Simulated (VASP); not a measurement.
A run of VASP 6.6.1 is set up as follows.

The input INCAR:

```
ALGO     = Normal         # electronic algorithm
EDIFF    = 1E-7           # SCF threshold, eV
ENCUT    = 520            # plane-wave cutoff, eV
GGA      = PS             # functional
ISIF     = 2              # what is computed and relaxed
ISMEAR   = 0              # smearing method
LASPH    = True           # aspherical terms in the spheres
LCHARG   = False          # write CHGCAR
LREAL    = False          # projectors in reciprocal space
LWAVE    = False          # write WAVECAR
NBANDS   = 18             # bands
NELM     = 80             # most SCF steps
PREC     = Accurate       # precision mode
SIGMA    = 0.05           # smearing width, eV
```

KPOINTS

```
k-points
0
Gamma
  12 12 8
```

File POSCAR:

```
PtS2
1.0
    3.4546194889      0.0000000000      0.0000000000
   -1.7273097444      2.9917882378      0.0000000000
    0.0000000000      0.0000000000      5.1647700000
Pt S
1 2
Direct
    0.0000000000      0.0000000000      0.0000000000
    0.3333333333      0.6666666667      0.2500000000
    0.6666666667      0.3333333333      0.7500000000
```

Potentials or basis: VASP PAW PBE potentials, release 64 (Pt, S).

Launch:

```sh
$ cat potpaw_PBE.64/Pt/POTCAR potpaw_PBE.64/S/POTCAR > POTCAR
$ mpirun -np 1 vasp_std > vasp.out
```

(1) Estimate the band gap on the k mesh.

(2) What does it give for the largest force?

(3) Estimate the pressure.

## Answers

(1) 0.66 eV, indirect (least direct gap 0.87 eV).

(2) 0.403 eV/Å.

(3) 2.4 GPa.

Caveat: the cell differs from its parent crystal (strain -0.025 along x and y, +0.025 along z); the PAW data sets were made with another functional, which shifts forces and pressure a little; spin-orbit coupling is left out, which moves the levels of the heavy elements.
